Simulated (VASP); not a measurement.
# Cu (Cmcm) in VASP: single point with r2SCAN

Aim: the single point of Cu with r2SCAN.

Everything below comes from runs of VASP 6.6.1. Logs are shortened: lines on timing, memory, paths and dates and some standing lists are left out, and cuts for length are marked.

## Step 1: The cell of the first run

Symmetry: Cmcm, No. 63, orthorhombic system. The conventional cell has a = 2.573 Å, b = 8.395 Å, c = 2.221 Å, α = 90.00°, β = 90.00°, γ = 90.00°. Within 2.9 Å of Cu (site symmetry m2m) lie 10 Cu at 2.22 to 2.59 Å.

## Step 2: Single point, r2SCAN

File POSCAR:

```
Cu
1.0
    1.2862921421     -4.1977318085      0.0000000000
    1.2862921421      4.1977318085      0.0000000000
    0.0000000000      0.0000000000      2.2213044968
Cu
2
Direct
    0.1338666500      0.8661333500      0.2500000000
    0.8661333500      0.1338666500      0.7500000000
```

File INCAR.step1:

```
ALGO = Normal
EDIFF = 1E-4
ENCUT = 520
GGA = PE
ISMEAR = 0
LASPH = True
LCHARG = False
LREAL = False
LWAVE = True
NBANDS = 18
NELM = 100
PREC = Accurate
SIGMA = 0.15
```

File INCAR.step2:

```
ALGO = Normal
EDIFF = 1E-6
ENCUT = 520
ISIF = 2
ISMEAR = 0
ISTART = 1
LASPH = True
LCHARG = False
LMIXTAU = True
LREAL = False
LWAVE = False
METAGGA = R2SCAN
NBANDS = 18
NELM = 100
PREC = Accurate
SIGMA = 0.15
```

File KPOINTS:

```
k-points
0
Gamma
  22 22 22
```

Potentials or basis: VASP PAW PBE potentials, release 64 (Cu).

The run is started by

```sh
cat potpaw_PBE.64/Cu/POTCAR > POTCAR
cp INCAR.step1 INCAR
mpirun -np 1 vasp_std > vasp.out
cp INCAR.step2 INCAR
mpirun -np 1 vasp_std > vasp.out
```

OUTCAR:

```text
EDIFF = 1E-6
   ENCUT = 520
   ISIF = 2
   ISMEAR = 0
   ISTART = 1
   LASPH = True
   LREAL = False
   METAGGA = R2SCAN
   NELM = 100
   PREC = Accurate

 ion  position               nearest neighbor table
   1  0.134  0.866  0.250-   2 2.51   2 2.51   2 2.59   2 2.59   2 2.59   2 2.59
   2  0.866  0.134  0.750-   1 2.51   1 2.51   1 2.59   1 2.59   1 2.59   1 2.59

  LATTYP: Found a base centered orthorhombic cell.
 ALAT       =     2.5725842842
 B/A-ratio  =     3.2634357866
 C/A-ratio  =     0.8634525642

  Lattice vectors:

 A1 = (   1.2862921421,  -4.1977318085,   0.0000000000)
 A2 = (   1.2862921421,   4.1977318085,   0.0000000000)
 A3 = (   0.0000000000,   0.0000000000,   2.2213044968)

Analysis of symmetry for initial positions (statically):
=====================================================================
 Subroutine PRICEL returns:
 Original cell was already a primitive cell.

 Routine SETGRP: Setting up the symmetry group for a
 base centered orthorhombic supercell.

 Subroutine GETGRP returns: Found  8 space group operations
 (whereof  4 operations were pure point group operations)
 out of a pool of  8 trial point group operations.

The static configuration has the point symmetry C_2h.
 The point group associated with its full space group is D_2h.

Analysis of symmetry for dynamics (positions and initial velocities):
=====================================================================
 Subroutine PRICEL returns:
 Original cell was already a primitive cell.

 Routine SETGRP: Setting up the symmetry group for a
 base centered orthorhombic supercell.

 Subroutine GETGRP returns: Found  8 space group operations
 (whereof  4 operations were pure point group operations)
 out of a pool of  8 trial point group operations.

The dynamic configuration has the point symmetry C_2h.
 The point group associated with its full space group is D_2h.

 Subroutine INISYM returns: Found  8 space group operations
 (whereof  4 operations are pure point group operations),
 and found     1 'primitive' translations

----------------------------------------------------------------------------------------

                                     Primitive cell

  volume of cell :      23.9879

  direct lattice vectors                    reciprocal lattice vectors
     1.286292142 -4.197731809  0.000000000     0.388714184 -0.119111945  0.000000000
     1.286292142  4.197731809  0.000000000     0.388714184  0.119111945  0.000000000
     0.000000000  0.000000000  2.221304497     0.000000000  0.000000000  0.450185916

  length of vectors
     4.390387205  4.390387205  2.221304497     0.406554267  0.406554267  0.450185916

  position of ions in fractional coordinates (direct lattice)
     0.133866650  0.866133350  0.250000000
     0.866133350  0.133866650  0.750000000

  ion indices of the primitive-cell ions
   primitive index   ion index
                 1           1
                 2           2

----------------------------------------------------------------------------------------

 KPOINTS: k-points

Automatic generation of k-mesh.
 Grid dimensions read from file:
 generate k-points for:   22   22   22

 Generating k-lattice:

  Cartesian coordinates                     Fractional coordinates (reciprocal lattice)
     0.017668827 -0.005414179  0.000000000     0.045454545  0.000000000  0.000000000
     0.017668827  0.005414179  0.000000000     0.000000000  0.045454545  0.000000000
     0.000000000  0.000000000  0.020462996     0.000000000  0.000000000  0.045454545

  Length of vectors
     0.018479739  0.018479739  0.020462996

  Shift w.r.t. Gamma in fractional coordinates (k-lattice)
     0.000000000  0.000000000  0.000000000

 Subroutine IBZKPT returns following result:
 ===========================================

 Found   1596 irreducible k-points:

 Following reciprocal coordinates:
            Coordinates               Weight
  0.000000  0.000000  0.000000      1.000000
  0.045455  0.000000  0.000000      4.000000
  0.090909  0.000000  0.000000      4.000000
  0.136364 -0.000000  0.000000      4.000000
  0.181818  0.000000  0.000000      4.000000
  0.227273  0.000000  0.000000      4.000000
[... 16 lines left out ...]
  0.500000  0.045455  0.000000      4.000000
 -0.454545  0.045455  0.000000      4.000000
 [... further k-points ...]
   k-points           NKPTS =   1596   k-points in BZ     NKDIM =   1596   number of bands    NBANDS=     18
   number of dos      NEDOS =    301   number of ions     NIONS =      2
   total plane-waves  NPLWV =  23328
   dimension x,y,z NGX =    36 NGY =   36 NGZ =   18
   dimension x,y,z NGXF=    72 NGYF=   72 NGZF=   36
   ions per type =               2
   NGX,Y,Z   is equivalent  to a cutoff of  13.63, 13.63, 13.47 a.u.
   NGXF,Y,Z  is equivalent  to a cutoff of  27.26, 27.26, 26.94 a.u.
 SYSTEM =  unknown system
   PREC   = accura    normal or accurate (medium, high low for compatibility)
   ISTART =      1    job   : 0-new  1-cont  2-samecut
   ICHARG =      0    charge: 1-file 2-atom 10-const
   ISPIN  =      1    spin polarized calculation?
   LNONCOLLINEAR =      F non collinear calculations
   LSORBIT =      F    spin-orbit coupling
   LASPH  =      T    aspherical Exc in radial PAW
   ENCUT  =  520.0 eV  38.22 Ry    6.18 a.u.   8.16  8.16  4.13*2*pi/ulx,y,z
   NELM   =    100;   NELMIN=  2; NELMDL=  0     # of ELM steps
   EDIFF  = 0.1E-05   stopping-criterion for ELM
   LREAL  =      F    real-space projection
   EDIFFG = 0.1E-04   stopping-criterion for IOM
   NSW    =      0    number of steps for IOM
   IBRION =     -1    ionic relax: 0-MD 1-quasi-New 2-CG
   NFREE  =      0    steps in history (QN), initial steepest desc. (CG)
   ISIF   =      2    stress and relaxation
   ISYM   =      2    0-nonsym 1-usesym 2-fastsym
   POTIM  = 0.5000    time-step for ionic-motion
   TEBEG  =    0.0;   TEEND  =   0.0 temperature during run
   PSTRESS=    0.0 pullay stress
   NELECT =      22.0000    total number of electrons
   NUPDOWN=      -1.0000    fix difference up-down
   EMIN   =  10.00;   EMAX   =-10.00  energy-range for DOS
   EFERMI =   0.00;   METHOD = LEGACY
   ISMEAR =     0;   SIGMA  =   0.15  broadening in eV -4-tet -1-fermi 0-gaus
   EFERMI_NEDOS =   21; number of points for ismear=-14 and -15
   IALGO  =     38    algorithm
   IMIX   =      4    mixing-type and parameters
     AMIX     =   0.40;   BMIX     =  1.00
     AMIX_MAG =   1.60;   BMIX_MAG =  1.00
  volume/ion in A,a.u.               =      11.99        80.94
  Fermi-wavevector in a.u.,A,eV,Ry     =   1.590566  3.005733 34.421366  2.529899
  Thomas-Fermi vector in A             =   2.689241
   LORBIT       =      0    0 simple, 1 ext, 2 COOP (PROOUT), +10 PAW based schemes
   METAGGA = R2SCAN    functional components
   LHFCALC =     F    Hartree Fock is set to
   AEXX    =    0.0000 exact exchange contribution
   IVDW    =     0    specifies the selected vdW correction
   LEPSILON=     F    determine dielectric tensor
   LRPA    =     F    only Hartree local field effects (RPA)
 non-spin polarized calculation
 Gauss-broadening in eV      SIGMA  =   0.15
  energy-cutoff  :      520.00
  volume of cell :       23.99
 maximum number of plane-waves:       664
 NGX is ok and might be reduce to    36
   NGX = 17   NGY = 17   NGZ =  9

 number of electron      22.0000011 magnetization

 Free energy of the ion-electron system (eV)
  ---------------------------------------------------
  ext. energy  EPLUGINS =         0.00000000
  ---------------------------------------------------
  free energy    TOTEN  =       -21.01312827 eV

  energy without entropy =      -21.00705764  energy(sigma->0) =      -21.01009296

 E-fermi :   7.2820     XC(G=0): -13.5317

 val. band max:        7.2818410687   @ k =  -0.0455   0.0455   0.4545
 cond. band min:       7.2862760456   @ k =  -0.4545   0.4091   0.4091
 fundamental gap:      0.0044349769
 Fermi energy:         7.2819617738

 k-point     1 :       0.0000    0.0000    0.0000
  band No.  band energies     occupation
      1      -2.3106      2.00000
      2       1.7508      2.00000
      3       2.8704      2.00000
      4       3.0473      2.00000
      5       3.8308      2.00000
      6       4.5386      2.00000
[... 10 lines left out ...]
     17      27.2472      0.00000
     18      29.0299      0.00000

 k-point     2 :       0.0455    0.0000    0.0000
  band No.  band energies     occupation
      1      -2.2563      2.00000
      2       1.7657      2.00000
      3       2.8892      2.00000
      4       3.0561      2.00000
      5       3.8397      2.00000
      6       4.5217      2.00000
[... 10 lines left out ...]
     17      28.3145      0.00000
     18      29.1012      0.00000

 k-point     3 :       0.0909    0.0000    0.0000
  band No.  band energies     occupation
      1      -2.0945      2.00000
      2       1.8082      2.00000
      3       2.9426      2.00000
      4       3.0831      2.00000
      5       3.8677      2.00000
      6       4.4122      2.00000
[... 10 lines left out ...]
     17      29.4760      0.00000
     18      30.1944      0.00000

 k-point     4 :       0.1364   -0.0000    0.0000
  band No.  band energies     occupation
      1      -1.8285      2.00000
      2       1.8717      2.00000
      3       3.0178      2.00000
      4       3.1313      2.00000
      5       3.9197      2.00000
      6       4.1305      2.00000
[... 375 lines left out ...]
      4       3.2698      2.00000
      5       3.9216      2.00000
      6       4.5713      2.00000
[... 10 lines left out ...]
     17      30.0376      0.00000
     18      34.7224      0.00000

 k-point    23 :       0.5000    0.0455    0.0000
  band No.  band energies     occupation
      1       1.4727      2.00000
      2       2.0771      2.00000
      3       2.9273      2.00000
      4       3.2687      2.00000
      5       3.9296      2.00000
      6       4.5016      2.00000
[... 10 lines left out ...]
     17      29.8799      0.00000
     18      34.8770      0.00000

 k-point    24 :      -0.4545    0.0455    0.0000
  band No.  band energies     occupation
      1       1.1758      2.00000
      2       2.1007      2.00000
      3       2.9505      2.00000
      4       3.2767      2.00000
      5       3.7736      2.00000
      6       4.4720      2.00000
[... 10 lines left out ...]
     17      29.8077      0.00000
     18      34.4528      0.00000

 [... further k-points ...]

------------------------ aborting loop because EDIFF is reached ----------------------------------------

  FORCE on cell =-STRESS in cart. coord.  units (eV):
  Direction    XX          YY          ZZ          XY          YZ          ZX
  --------------------------------------------------------------------------------------
  -------------------------------------------------------------------------------------
  Total       -1.7291089     -0.5967195      5.8167772      0.0000000      0.0000000      0.0000000
  in kB     -115.4889778    -39.8555122    388.5085782      0.0000000      0.0000000      0.0000000
  external PRESSURE =      77.7213627 kB  Pullay stress =       0.0000000 kB

 VOLUME and BASIS-vectors are now :
 -----------------------------------------------------------------------------
  energy-cutoff  :      520.00
  volume of cell :       23.99
      direct lattice vectors                 reciprocal lattice vectors
     1.286292142 -4.197731809  0.000000000     0.388714184 -0.119111945  0.000000000
     1.286292142  4.197731809  0.000000000     0.388714184  0.119111945  0.000000000
     0.000000000  0.000000000  2.221304497     0.000000000  0.000000000  0.450185916

 POSITION                                       TOTAL-FORCE (eV/Angst)
 -----------------------------------------------------------------------------------
      1.28629      3.07386      0.55533         0.000000     -0.055917      0.000000
      1.28629     -3.07386      1.66598         0.000000      0.055917     -0.000000
 -----------------------------------------------------------------------------------
    total drift:                                0.000000      0.000000      0.000000

  FREE ENERGIE OF THE ION-ELECTRON SYSTEM (eV)
  ---------------------------------------------------
  free  energy   TOTEN  =       -21.0131282716 eV

  energy  without entropy=      -21.0070576387  energy(sigma->0) =      -21.01009296
```

Wall time 77 min (1 thread of Oxide Virtual Turin-like, shared host); peak memory 0.61 GiB.

Results:

```
Free energy            : -21.0131 eV
Pressure               : 7.8 GPa
Largest force          : 0.056 eV/Å
Band gap on the k mesh : zero (bands 11 and 12 overlap by 6.45 eV)
```

Forces in eV/Å, atoms in the order of the input:
```
Cu   0.000 -0.056  0.000
Cu   0.000  0.056  0.000
```

Caveat: the stress differs along the axes, from -12 to 39 GPa; the PAW data sets were made with another functional, which shifts forces and pressure a little.
